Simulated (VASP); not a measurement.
Here is a VASP 6.6.1 calculation.

The input INCAR:

```
SYSTEM = NaSi48C48
PREC = Accurate
ENCUT = 520
EDIFF = 1E-6
ISMEAR = -1
SIGMA = 0.01
LREAL = Auto
LASPH = .TRUE.
NELM = 60
ALGO = Normal
ISIF = 2
LWAVE = .FALSE.
LCHARG = .FALSE.
GGA = PE
NELECT = 390.0
NBANDS = 250
```

Contents of KPOINTS:

```
Automatic mesh
0
Gamma
  1 1 1
  0.25 0.25 0.25
```

The input POSCAR:

```
NaSi48C48
1.0
    9.2818844881      5.3588986222      0.0000000000
   -9.2818845872      5.3588984506      0.0000000000
    0.0000000000      0.0000000000     10.1287833600
Si C Na
48 48 1
Direct
    0.0010812772      0.1643715772      0.9375962664
    0.1686735694      0.0032058860      0.9375996217
    0.3298578888      0.3320111560      0.9375910497
    0.0000869130      0.3324074493      0.4371300152
    0.1667925610      0.1667899602      0.4376471981
    0.3347994419      0.0014633505      0.4379390292
    0.0009044679      0.0006864021      0.6875734509
    0.1664996279      0.3324957809      0.6875569550
    0.3327138153      0.1669221285      0.6875723151
    0.0005115733     -0.0001658427      0.1881014119
    0.1660705798      0.3329423628      0.1881100354
    0.3336172531      0.1673845272      0.1881057492
    0.0156916424      0.6823813304      0.9459186028
    0.1666826445      0.4998798126      0.9376981914
    0.3365214211      0.8353363424      0.9375927894
    0.0011868857      0.8344696783      0.4371331138
    0.1678136530      0.6678632148      0.4371229207
    0.3321297838      0.5001410049      0.4379376487
    0.0063416457      0.5000828522      0.6827986086
    0.1700444849      0.8367140764      0.6859111428
    0.3340226316      0.6675770446      0.6875701204
    0.0002729059      0.5000593075      0.1886823250
    0.1692923618      0.8359599396      0.1914772115
    0.3331731472      0.6671728528      0.1880953963
    0.4996950599      0.1663595451      0.9377116026
    0.6653193467     -0.0034987023      0.9375944380
    0.8331292666      0.3173595837      0.9458968089
    0.4991082393      0.3335107182      0.4371320641
    0.6668489559      0.1657813411      0.4371253815
    0.8334657606     -0.0012160634      0.4379462245
    0.5002527997     -0.0006285335      0.6875703496
    0.6603855228      0.3270488181      0.6827979256
    0.8333752436      0.1633547495      0.6859223208
    0.5007216676      0.0002843223      0.1881073175
    0.6665080195      0.3331821669      0.1886996875
    0.8334208943      0.1641463504      0.1914765767
    0.4976942883      0.6677378175      0.9375977277
    0.6507372181      0.4998395044      0.9458584212
    0.8332100845      0.8333563463      0.9377060081
    0.5001211150      0.8334581967      0.4376439903
    0.6657475908      0.6667508286      0.4371386708
    0.8334586685      0.5001286348      0.4371593819
    0.4967038037      0.5000468674      0.6859281580
    0.6658330731      0.8331640729      0.6875614046
    0.8334158747      0.6729892089      0.6828252085
    0.4974901694      0.5000816123      0.1914678980
    0.6662773192      0.8327302794      0.1881191029
    0.8333909320      0.6669389729      0.1886869284
    0.0002003056      0.1660694254      0.7499653912
    0.1671743677      0.0006815913      0.7499760133
    0.3325643455      0.3331278897      0.7499625522
   -0.0002937194      0.3327971041      0.2495848697
    0.1668320197      0.1668148020      0.2496390788
    0.3355125245      0.0021756577      0.2506496567
    0.0004656480      0.0000139395      0.5005425012
    0.1662973717      0.3329914739      0.5005276334
    0.3334307515      0.1671599657      0.5005411175
    0.0007971933     -0.0010252739      0.0004760188
    0.1648296112      0.3324362895      0.0004905494
    0.3343155907      0.1684410513      0.0004763262
    0.0060107034      0.6726809724      0.7482220095
    0.1687309568      0.4999574212      0.7496047184
    0.3340091295      0.8338395929      0.7499737532
    0.0008417614      0.8337110401      0.2495916789
    0.1670551455      0.6675123941      0.2495833065
    0.3314612353      0.5001619475      0.2506557843
    0.0006010822      0.5000707631      0.4981995916
    0.1678973041      0.8345632379      0.4992829958
    0.3333541356      0.6671304251      0.5005423870
    0.0002534105      0.4999760814      0.0006626469
    0.1754647678      0.8421338063      0.0045153534
    0.3323122906      0.6674606868      0.0004737825
    0.4978697193      0.1645334894      0.7496330958
    0.6664598242     -0.0007722076      0.7499652619
    0.8332786042      0.3272698229      0.7482005489
    0.4999242686      0.3339655673      0.2495763338
    0.6673074061      0.1665907666      0.2495744362
    0.8335049468     -0.0018742472      0.2506592896
    0.5005026534      0.0000986434      0.5005397048
    0.6661757586      0.3328402433      0.4982080834
    0.8334064820      0.1655552655      0.4992855237
    0.5017639598      0.0009663768      0.0004809510
    0.6663261313      0.3329759169      0.0006533164
    0.8333118928      0.1577528413      0.0044906575
    0.4994064199      0.6668643356      0.7499665655
    0.6606073070      0.4999319125      0.7482265876
    0.8332929707      0.8353886070      0.7496146204
    0.5001558595      0.8334949898      0.2496401616
    0.6661313805      0.6663655223      0.2495900303
    0.8334828730      0.5001486220      0.2495553993
    0.4988936719      0.5000643992      0.4992920692
    0.6663290080      0.8329591965      0.5005309986
    0.8333984252      0.6672561816      0.4982239994
    0.4911148470      0.4999800318      0.0044900505
    0.6657745485      0.8314896686      0.0004979600
    0.8333098895      0.6669184813      0.0006694841
    0.8333101733      0.4999465933      0.8456795085
```

Potentials or basis: VASP PAW PBE potentials, release 64 (Si, C, Na_pv).

Command:

```sh
$ cat potpaw_PBE.64/Si/POTCAR potpaw_PBE.64/C/POTCAR potpaw_PBE.64/Na_pv/POTCAR > POTCAR
$ mpirun -np 1 vasp_std > vasp.out
```

**Question.** Predict the largest force.

**Answer.** 0.056 eV/Å.

Forces on the atoms (eV/Å):
```
Si  -0.007  0.022 -0.001
Si   0.005  0.025  0.001
Si   0.007  0.024  0.002
Si   0.001 -0.013  0.004
Si   0.002 -0.009 -0.002
Si  -0.001 -0.011  0.000
Si   0.005 -0.013  0.008
Si  -0.002 -0.012  0.011
Si   0.001 -0.011  0.012
Si   0.002  0.015 -0.013
Si   0.000  0.014 -0.015
Si  -0.002  0.017 -0.016
Si   0.004  0.047  0.006
Si   0.008  0.016  0.000
Si  -0.002  0.023  0.002
Si   0.003 -0.013  0.004
Si   0.000 -0.012  0.003
Si  -0.001 -0.014  0.002
Si   0.009 -0.010  0.008
Si  -0.003 -0.016  0.011
Si  -0.002 -0.014  0.010
Si   0.002  0.015 -0.012
Si   0.000  0.014 -0.015
Si  -0.001  0.015 -0.013
Si  -0.002  0.026 -0.003
Si   0.000  0.024  0.002
Si   0.027  0.009  0.000
Si   0.003 -0.011  0.002
Si   0.001 -0.009  0.004
Si   0.000 -0.011 -0.001
Si  -0.002 -0.011  0.011
Si   0.001 -0.016  0.009
Si  -0.003 -0.008  0.011
Si   0.003  0.017 -0.015
Si   0.003  0.013 -0.016
Si  -0.004  0.013 -0.019
Si   0.009  0.024 -0.001
Si  -0.021  0.003  0.007
Si  -0.004  0.013  0.000
Si   0.003 -0.012  0.000
Si   0.001 -0.011  0.004
Si  -0.001 -0.015  0.005
Si   0.000 -0.009  0.012
Si   0.004 -0.014  0.011
Si  -0.011 -0.009  0.006
Si   0.001  0.012 -0.016
Si   0.000  0.014 -0.016
Si   0.000  0.014 -0.012
C   -0.010  0.008 -0.011
C   -0.008  0.014 -0.012
C    0.005  0.008 -0.009
C    0.000 -0.018  0.014
C    0.000 -0.018  0.013
C   -0.001 -0.015  0.014
C   -0.001  0.013 -0.014
C   -0.001  0.010 -0.008
C   -0.003  0.009 -0.007
C    0.001 -0.016  0.012
C   -0.009 -0.011  0.007
C   -0.005 -0.028  0.007
C    0.000  0.049 -0.026
C    0.001  0.013 -0.004
C    0.003  0.017 -0.012
C    0.000 -0.016  0.011
C   -0.001 -0.017  0.013
C   -0.003 -0.019  0.004
C    0.005  0.015 -0.005
C    0.000  0.013 -0.007
C   -0.001  0.012 -0.009
C    0.006 -0.010  0.010
C   -0.004 -0.003  0.008
C   -0.002 -0.015  0.010
C   -0.001  0.004 -0.011
C   -0.004  0.003 -0.009
C    0.036 -0.014 -0.025
C    0.001 -0.020  0.012
C   -0.003 -0.022  0.014
C    0.002 -0.022  0.013
C    0.001  0.010 -0.015
C    0.000  0.015 -0.006
C   -0.001  0.008 -0.007
C    0.006 -0.019  0.008
C   -0.005 -0.021  0.023
C    0.000 -0.018  0.011
C    0.009  0.011 -0.010
C   -0.043 -0.012 -0.029
C   -0.001  0.013 -0.009
C   -0.001 -0.019  0.009
C    0.001 -0.022  0.010
C    0.001 -0.015  0.009
C   -0.006  0.009 -0.007
C   -0.002  0.009 -0.006
C    0.001  0.012 -0.005
C    0.002 -0.015  0.004
C    0.002 -0.007  0.005
C   -0.009 -0.007  0.018
Na   0.001  0.000  0.022
```

Caveat: the cell carries a net charge on a neutralising background, which shifts energy and pressure.
